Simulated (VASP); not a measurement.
# Si17C16 (a cell with a defect) in VASP: single point with PBE

Aim: the single point of Si17C16 (a cell with a defect) with PBE.

Program: VASP 6.6.1. These are calculated values, not measurements. Logs are shortened: lines on timing, memory, paths and dates and some standing lists are left out, and cuts for length are marked.

### Step 1. The cell of the first run

The cell holds a defect, 33 atoms: a = 6.184 Å, b = 6.184 Å, c = 10.149 Å, α = 90.00°, β = 90.00°, γ = 120.00°.

### Step 2. Single point, PBE

INCAR

```
SYSTEM = Si17C16
PREC = Accurate
ENCUT = 520
EDIFF = 1E-6
ISMEAR = 0
SIGMA = 0.02
LREAL = Auto
LASPH = .TRUE.
NELM = 100
ALGO = Normal
ISIF = 2
LWAVE = .FALSE.
LCHARG = .FALSE.
GGA = PE
NBANDS = 88
```

KPOINTS

```
regular mesh
0
G
  2 2 2
  0 0 0
```

POSCAR

```
Si17C16
1.0
    6.1838730322      0.0000000000      0.0000000000
   -3.0919365161      5.3553911397      0.0000000000
    0.0000000000      0.0000000000     10.1485845858
Si C
17 16
Direct
    0.1681849405      0.3357848107      0.2516846540
    0.1655109953      0.3254494311      0.7473370238
    0.1646064940      0.8349057769      0.2526304016
    0.1860981758      0.8405313230      0.7433712491
    0.6650903424      0.3334441787      0.2587250446
    0.6753208122      0.3410277517      0.7461124195
    0.6619596655      0.8382259825      0.2568581833
    0.6733957045      0.8409382027      0.7416057812
    0.3361882774      0.1700534987      0.5001858099
    0.3691407924      0.1921002543      1.0091084046
    0.3343268248      0.6676190229      0.4997303769
    0.3370273573      0.6555565987      1.0089085737
    0.8364667715      0.1712959849      0.5006287288
    0.8259809868      0.1870518836      1.0072244965
    0.8364233046      0.6699712321      0.5002816853
    0.7064977234      0.6039726914      1.0324114571
   -0.0147081576     -0.0611585581     -0.0903906345
    0.1682653614      0.3349297844      0.4375808235
    0.1564735949      0.3171519980      0.9363724488
    0.1685103977      0.8367108738      0.4394780338
    0.2228459739      0.8578249245      0.9322317728
    0.6688838209      0.3355646587      0.4409006953
    0.6823162150      0.3469414188      0.9318938932
    0.6684611835      0.8385049538      0.4412588733
    0.6575671163      0.8564980373      0.9340563622
    0.3355137554      0.1669582999      0.1923619972
    0.3447845592      0.1738563955      0.6846577413
    0.3297605110      0.6693148841      0.1932908952
    0.3387300958      0.6622894402      0.6848839798
    0.8324763408      0.1711238220      0.1909161798
    0.8363420586      0.1730372210      0.6846205933
    0.8272227964      0.6682034807      0.2011667719
    0.8423913213      0.6698685318      0.6861380463
```

Potentials or basis: VASP PAW PBE potentials, release 64 (Si, C).

Run with:

```
> cat potpaw_PBE.64/Si/POTCAR potpaw_PBE.64/C/POTCAR > POTCAR
> mpirun -np 1 vasp_std > vasp.out
```

OUTCAR:

```text
SYSTEM = Si17C16
   PREC = Accurate
   ENCUT = 520
   EDIFF = 1E-6
   ISMEAR = 0
   LREAL = Auto
   LASPH = .TRUE.
   NELM = 100
   ISIF = 2
   GGA = PE

 ion  position               nearest neighbor table
   1  0.168  0.336  0.252-  28 1.88  18 1.89  26 1.90  30 1.90  12 3.00   5 3.08   7 3.08  11 3.08
                            10 3.08   3 3.09  14 3.09  13 3.09   9 3.09   3 3.10   7 3.10   5 3.10
   2  0.166  0.325  0.747-  31 1.88  27 1.88  29 1.91  19 1.92  17 2.65   8 3.02   9 3.06  13 3.06
                             4 3.06   6 3.08   6 3.11  11 3.11   4 3.12
   3  0.165  0.835  0.253-  28 1.87  26 1.88  32 1.88  20 1.90   7 3.07  15 3.07   1 3.09   9 3.09
                             5 3.09  11 3.09   5 3.10   1 3.10  12 3.11   7 3.12  10 3.13
   4  0.186  0.841  0.743-  29 1.87  27 1.88  21 1.93  33 1.93  17 2.35   8 3.01  11 3.01   9 3.04
                             6 3.06   2 3.06  15 3.10   2 3.12   6 3.12
   5  0.665  0.333  0.259-  22 1.85  32 1.89  26 1.89  30 1.90  16 2.78  10 2.99   9 3.02  13 3.04
                            14 3.04  15 3.04   7 3.05   1 3.08   3 3.09   3 3.10   1 3.10   7 3.13
   6  0.675  0.341  0.746-  33 1.86  31 1.87  27 1.88  23 1.89  15 3.05  13 3.06   4 3.06   2 3.08
                             9 3.09   8 3.09   8 3.10   2 3.11  14 3.11   4 3.12  10 3.13
   7  0.662  0.838  0.257-  24 1.87  32 1.88  28 1.89  30 1.90  16 2.79  11 3.03  13 3.05   5 3.05
                            12 3.06   3 3.07  15 3.08   1 3.08   1 3.10   3 3.12   5 3.13  14 3.15
   8  0.673  0.841  0.742-  31 1.87  29 1.88  33 1.91  25 1.96  17 2.41   4 3.01  13 3.02   2 3.02
                            15 3.03  11 3.05   6 3.09   6 3.10
   9  0.336  0.170  0.500-  27 1.87  22 1.88  20 1.89  18 1.89   5 3.02   4 3.04   2 3.06  11 3.08
                             6 3.09   3 3.09  13 3.09   1 3.09  15 3.09  15 3.09  13 3.09  11 3.10
  10  0.369  0.192  0.009-  23 1.85  26 1.87  21 1.96  19 1.97  17 2.32  16 2.36  14 2.84  12 2.97
                             5 2.99   1 3.08   3 3.13   6 3.13
  11  0.334  0.668  0.500-  29 1.88  24 1.89  18 1.89  20 1.89   4 3.01   7 3.03   8 3.05  13 3.07
                             1 3.08   9 3.08  15 3.09   3 3.09  15 3.10   9 3.10  13 3.11   2 3.11
  12  0.337  0.656  0.009-  28 1.87  21 1.88  25 1.89  19 1.96  16 2.47  10 2.97   1 3.00  14 3.04
                             7 3.06   3 3.11
  13  0.836  0.171  0.501-  31 1.87  22 1.88  24 1.88  18 1.89   8 3.02   5 3.04   7 3.05   6 3.06
                             2 3.06  11 3.07  15 3.08   1 3.09   9 3.09   9 3.09  15 3.10  11 3.11
  14  0.826  0.187  0.007-  23 1.80  30 1.87  25 1.92  19 1.92  17 2.41  10 2.84  16 3.03   5 3.04
                            12 3.04   1 3.09   6 3.11   7 3.15
  15  0.836  0.670  0.500-  20 1.88  33 1.89  22 1.89  24 1.90   8 3.03   5 3.04   6 3.05   3 3.07
                             7 3.08  13 3.08  11 3.09   9 3.09   9 3.09   4 3.10  11 3.10  13 3.10
  16  0.706  0.604  0.032-  23 1.83  32 1.83  25 2.00  17 2.29  10 2.36  12 2.47   5 2.78   7 2.79
                            14 3.03
  17  0.985  0.939  0.910-  21 1.79  25 1.84  19 2.05  16 2.29  10 2.32   4 2.35  14 2.41   8 2.41
                             2 2.65
  18  0.168  0.335  0.438-   1 1.89  13 1.89  11 1.89   9 1.89
  19  0.156  0.317  0.936-   2 1.92  14 1.92  12 1.96  10 1.97  17 2.05
  20  0.169  0.837  0.439-  15 1.88   9 1.89  11 1.89   3 1.90
  21  0.223  0.858  0.932-  17 1.79  12 1.88   4 1.93  10 1.96
  22  0.669  0.336  0.441-   5 1.85  13 1.88   9 1.88  15 1.89
[... 217 lines left out ...]
   LORBIT       =      0    0 simple, 1 ext, 2 COOP (PROOUT), +10 PAW based schemes
   GGA     = PE    functional components
   LHFCALC =     F    Hartree Fock is set to
   AEXX    =    0.0000 exact exchange contribution
   IVDW    =     0    specifies the selected vdW correction
   LEPSILON=     F    determine dielectric tensor
   LRPA    =     F    only Hartree local field effects (RPA)
 non-spin polarized calculation
 Gauss-broadening in eV      SIGMA  =   0.02
  energy-cutoff  :      520.00
  volume of cell :      336.09
 maximum number of plane-waves:      9074
 NGX is ok and might be reduce to    48
   NGX = 23   NGY = 23   NGZ = 37

 number of electron     132.0000000 magnetization

 Free energy of the ion-electron system (eV)
  ---------------------------------------------------
  ext. energy  EPLUGINS =         0.00000000
  ---------------------------------------------------
  free energy    TOTEN  =      -235.79036198 eV

  energy without entropy =     -235.79036198  energy(sigma->0) =     -235.79036198

 E-fermi :  10.5809     XC(G=0): -11.4644

 val. band max:       10.4847743503   @ k =   0.0000   0.0000   0.5000
 cond. band min:      10.6891391548   @ k =   0.5000   0.5000   0.5000
 fundamental gap:      0.2043648045
 Fermi energy:        10.5809275640

 k-point     1 :       0.0000    0.0000    0.0000
  band No.  band energies     occupation
      1      -7.4499      2.00000
      2      -6.2690      2.00000
      3      -5.9056      2.00000
      4      -4.4131      2.00000
      5      -4.0400      2.00000
      6      -3.8635      2.00000
[... 637 lines left out ...]
     77      13.5990      0.00000
     78      13.6804      0.00000
 [bands above 78 left out]

------------------------ aborting loop because EDIFF is reached ----------------------------------------

  FORCE on cell =-STRESS in cart. coord.  units (eV):
  Direction    XX          YY          ZZ          XY          YZ          ZX
  --------------------------------------------------------------------------------------
  -------------------------------------------------------------------------------------
  Total       23.0725461     18.1375504     20.3878838      1.8030615      0.4776686     -3.3496101
  in kB      109.9889024     86.4633343     97.1908760      8.5953564      2.2770891    -15.9678929
  external PRESSURE =      97.8810376 kB  Pullay stress =       0.0000000 kB

 VOLUME and BASIS-vectors are now :
 -----------------------------------------------------------------------------
  energy-cutoff  :      520.00
  volume of cell :      336.09
      direct lattice vectors                 reciprocal lattice vectors
     6.183873032  0.000000000  0.000000000     0.161710953  0.093363862  0.000000000
    -3.091936516  5.355391140  0.000000000     0.000000000  0.186727724  0.000000000
     0.000000000  0.000000000 10.148584586     0.000000000  0.000000000  0.098535908

 POSITION                                       TOTAL-FORCE (eV/Angst)
 -----------------------------------------------------------------------------------
      0.00181      1.79826      2.55424        -0.003171     -0.014473      0.034593
      0.01723      1.74291      7.58441        -0.009244     -0.041300     -0.005491
     -1.56357      4.47125      2.56384        -0.005656     -0.001165      0.018132
     -1.44806      4.50137      7.54417         0.053616     -0.045844      0.018061
      3.08185      1.78572      2.62569        -0.013118      0.020647     -0.015403
      3.12166      1.82634      7.57198         0.022629     -0.028312     -0.035326
[... 25 lines left out ...]
      3.04940      3.57849      2.04156         0.037762      0.032767     -0.055637
      3.13805      3.58741      6.96333         0.008870     -0.053673     -0.000771
 -----------------------------------------------------------------------------------
    total drift:                                0.006975     -0.066791     -0.033691

  FREE ENERGIE OF THE ION-ELECTRON SYSTEM (eV)
  ---------------------------------------------------
  free  energy   TOTEN  =      -235.7903619813 eV

  energy  without entropy=     -235.7903619813  energy(sigma->0) =     -235.79036198
```

OSZICAR:

```text
N       E                     dE             d eps       ncg     rms          rms(c)
DAV:   1     0.414763786394E+03    0.41476E+03   -0.60606E+04  1408   0.136E+03
DAV:   2    -0.221150435727E+03   -0.63591E+03   -0.60488E+03  1760   0.240E+02
DAV:   3    -0.263807551931E+03   -0.42657E+02   -0.42139E+02  1720   0.589E+01
DAV:   4    -0.264771491544E+03   -0.96394E+00   -0.95934E+00  1728   0.964E+00
DAV:   5    -0.264799649599E+03   -0.28158E-01   -0.28102E-01  1728   0.156E+00    0.359E+01
DAV:   6    -0.236674840344E+03    0.28125E+02   -0.93324E+01  1640   0.231E+01    0.163E+01
DAV:   7    -0.235916679764E+03    0.75816E+00   -0.86350E+00  1776   0.757E+00    0.698E+00
DAV:   8    -0.235794557692E+03    0.12212E+00   -0.57877E-01  1704   0.227E+00    0.219E+00
DAV:   9    -0.235788291141E+03    0.62666E-02   -0.71935E-02  1672   0.908E-01    0.429E-01
DAV:  10    -0.235789448164E+03   -0.11570E-02   -0.11578E-02  1736   0.344E-01    0.255E-01
DAV:  11    -0.235790179929E+03   -0.73177E-03   -0.21155E-03  1608   0.153E-01    0.105E-01
DAV:  12    -0.235790325229E+03   -0.14530E-03   -0.38072E-04  1744   0.698E-02    0.439E-02
DAV:  13    -0.235790359114E+03   -0.33886E-04   -0.10856E-04  1568   0.339E-02    0.114E-02
DAV:  14    -0.235790360379E+03   -0.12645E-05   -0.75469E-06  1752   0.971E-03    0.586E-03
DAV:  15    -0.235790361392E+03   -0.10136E-05   -0.25439E-06  1104   0.550E-03    0.278E-03
DAV:  16    -0.235790361981E+03   -0.58879E-06   -0.51050E-07   896   0.233E-03
   1 F= -.23579036E+03 E0= -.23579036E+03  d E =-.129471E-12
```

stdout:

```text
POSCAR found type information on POSCAR SiC
 POSCAR found :  2 types and      33 ions
 scaLAPACK will be used
 LDA part: xc-table for (Slater+PW92), standard interpolation
 POSCAR, INCAR and KPOINTS ok, starting setup
 FFT: planning ... GRIDC
 FFT: planning ... GRID_SOFT
 FFT: planning ... GRID
 WAVECAR not read
 entering main loop
```

It took 5.7 min on 1 thread of AMD EPYC 7R43 (Zen 3), shared host; peak memory 0.44 GiB.

What came out:

| Item | Value |
| --- | --- |
| Free energy | -235.7904 eV |
| Pressure | 9.8 GPa |
| Largest force | 0.602 eV/Å |
| Band gap on the k mesh | zero (band 66 reaches 10.79 eV, above the bottom of band 67 at 10.46 eV) |

Forces in eV/Å, atoms in the order of the input:
```
Si  -0.003 -0.014  0.035
Si  -0.009 -0.041 -0.005
Si  -0.006 -0.001  0.018
Si   0.054 -0.046  0.018
Si  -0.013  0.021 -0.015
Si   0.023 -0.028 -0.035
Si   0.026 -0.008  0.015
Si  -0.016  0.010 -0.005
Si   0.010 -0.002  0.000
Si   0.036 -0.009  0.102
Si   0.002 -0.019  0.036
Si   0.018 -0.044  0.112
Si  -0.011  0.002  0.000
Si  -0.087 -0.004  0.059
Si   0.003 -0.019 -0.006
Si   0.135  0.214 -0.085
Si  -0.116  0.190 -0.560
C    0.003 -0.016  0.012
C   -0.024 -0.119  0.099
C    0.001 -0.017  0.005
C   -0.007 -0.024  0.146
C   -0.005 -0.002 -0.042
C    0.010  0.046  0.003
C    0.014 -0.021 -0.001
C   -0.074  0.047  0.082
C   -0.019 -0.011 -0.012
C    0.032 -0.014 -0.006
C   -0.005 -0.011  0.039
C    0.006 -0.028  0.060
C    0.002 -0.012  0.004
C   -0.028  0.003 -0.016
C    0.038  0.033 -0.056
C    0.009 -0.054 -0.001
```

Levels at points of the mesh, in eV from the Fermi level:
| k point | band 63 | band 64 | band 65 | band 66 | band 67 | band 68 | band 69 | band 70 |
| --- | --- | --- | --- | --- | --- | --- | --- | --- |
| (0.00, 0.00, 0.00) | -2.18 | -2.01 | -1.46 | -1.03 | -0.12 | 0.21 | 0.65 | 0.81 |
| (0.50, 0.00, 0.00) | -2.83 | -2.67 | -0.78 | -0.40 | 0.95 | 1.21 | 1.67 | 1.86 |
| (0.00, 0.50, 0.00) | -2.80 | -2.58 | -0.82 | -0.68 | 0.44 | 1.29 | 1.68 | 1.89 |
| (0.50, 0.50, 0.00) | -2.81 | -2.28 | -1.42 | 0.21 | 0.90 | 0.93 | 1.70 | 1.92 |
| (0.00, 0.00, 0.50) | -2.26 | -2.09 | -1.47 | -1.00 | -0.10 | 0.25 | 0.62 | 0.76 |
| (0.50, 0.00, 0.50) | -3.03 | -2.91 | -0.70 | -0.24 | 1.03 | 1.34 | 1.60 | 1.67 |
| (0.00, 0.50, 0.50) | -2.96 | -2.76 | -0.67 | -0.55 | 0.47 | 1.45 | 1.63 | 1.83 |
| (0.50, 0.50, 0.50) | -2.99 | -2.41 | -1.23 | 0.11 | 1.00 | 1.51 | 1.59 | 1.74 |

Caveat: the k points lie up to 0.59 Å⁻¹ apart.
